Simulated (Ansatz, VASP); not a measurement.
CdS in VASP and in Ansatz

```
Cd S
1.0
     0.00000    2.97370    2.97370
     2.97370    0.00000    2.97370
     2.97370    2.97370    0.00000
Cd S
1 1
Cartesian
  0.0000 0.0000 0.0000
  4.4606 4.4606 4.4606
```

Change from the starting cell: volume scaled by 1.06.

Alike in both runs: task single point; functional LDA; k mesh 8 × 8 × 8; occupations fermi-dirac, width 0.05 eV; no spin polarisation.

```csv
,VASP,Ansatz
version,VASP 6.6.1,Ansatz 0.2.0
potentials or method,"VASP PAW LDA potentials, release 64 (Cd, S), cutoff 520 eV","all-electron LAPW, scalar-relativistic"
```

Ansatz gave:

```
gap on the k mesh at the Fermi level (eV) : 0.74
least direct gap on the mesh (eV)         : 0.74
pressure (GPa)                            : -5.3
```

Task: Which values does VASP return?

Result: gap on the k mesh at the Fermi level (eV): 0.76; least direct gap on the mesh (eV): 0.76; pressure (GPa): -5.0.

LDA's correlation is that of Perdew and Zunger in VASP and of Perdew and Wang (1992) in Ansatz. Ansatz ran all-electron here, and VASP with PAW potentials.
